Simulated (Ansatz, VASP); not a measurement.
Sr: VASP beside Ansatz

INCAR

```
SYSTEM = Sr
PREC     = Accurate       ! precision mode
ENCUT    = 520            ! plane-wave cutoff, eV
EDIFF    = 1E-6           ! SCF threshold, eV
ISMEAR   = 1              ! smearing method
SIGMA    = 0.15           ! smearing width, eV
LREAL    = .FALSE.        ! projectors in reciprocal space
LASPH    = .TRUE.         ! aspherical terms in the spheres
NELM     = 150            ! most SCF steps
ALGO     = Normal         ! electronic algorithm
ISIF     = 2              ! what is computed and relaxed
LWAVE    = .FALSE.        ! write WAVECAR
LCHARG   = .FALSE.        ! write CHGCAR
ISPIN    = 2              ! spin polarisation
MAGMOM   = 0.5            ! initial moments
LORBIT   = 11             ! projections on sites
NBANDS   = 15             ! bands
```

KPOINTS

```
Automatic mesh
0
G
  8 8 8
  0 0 0
```

The input POSCAR:

```
Sr
1.0
   -2.4350000000      2.4350000000      2.4350000000
    2.4350000000     -2.4350000000      2.4350000000
    2.4350000000      2.4350000000     -2.4350000000
Sr
1
Direct
    0.0000000000      0.0000000000      0.0000000000
```

input.yaml

```yaml
crystal:
  lattice:
    - [-2.435, 2.435, 2.435]
    - [2.435, -2.435, 2.435]
    - [2.435, 2.435, -2.435]
  atoms:
    - { symbol: Sr, position: [0.0, 0.0, 0.0], spin: 0.5 }
kpoints:
  mp_grid: { grid: [8, 8, 8] }
  band_path:
    path:
      - [0.0, 0.0, 0.0]
      - [0.5, -0.5, 0.5]
      - [0.0, 0.0, 0.5]
      - [0.0, 0.0, 0.0]
      - [0.25, 0.25, 0.25]
      - [0.5, -0.5, 0.5]
    npoints: 6
scf:
  occupations: { method: methfessel_paxton, width: 0.15 }
hamiltonian:
  xc: lda
  pseudopotentials: { kind: all_electron, lapw: { basis_error: 0.0005 } }
magnetization:
  spin_polarized: true
output:
  forces: true
  stress: true
  eigenvalues: true
```

Alike in both runs: functional LDA; k mesh 8 × 8 × 8; occupations methfessel-paxton of order 1, width 0.15 eV; collinear spin.

|  | VASP | Ansatz |
| --- | --- | --- |
| version | VASP 6.6.1 | Ansatz 0.2.0 |
| potentials or method | VASP PAW LDA potentials, release 64 (Sr_sv), cutoff 520 eV | all-electron LAPW, scalar-relativistic |
| task | single point | band structure |

```tsv
	VASP	Ansatz	Ansatz less VASP
gap on the k mesh at the Fermi level (eV)	none	none	-
pressure (GPa)	-2.0	-2.0	+0.01
net moment per atom (μB)	0.00	0.00	0.000
```

LDA's correlation is that of Perdew and Zunger in VASP and of Perdew and Wang (1992) in Ansatz. A gap of «none» marks a metal or a gap that the smearing closes. Ansatz ran all-electron here, and VASP with PAW potentials.
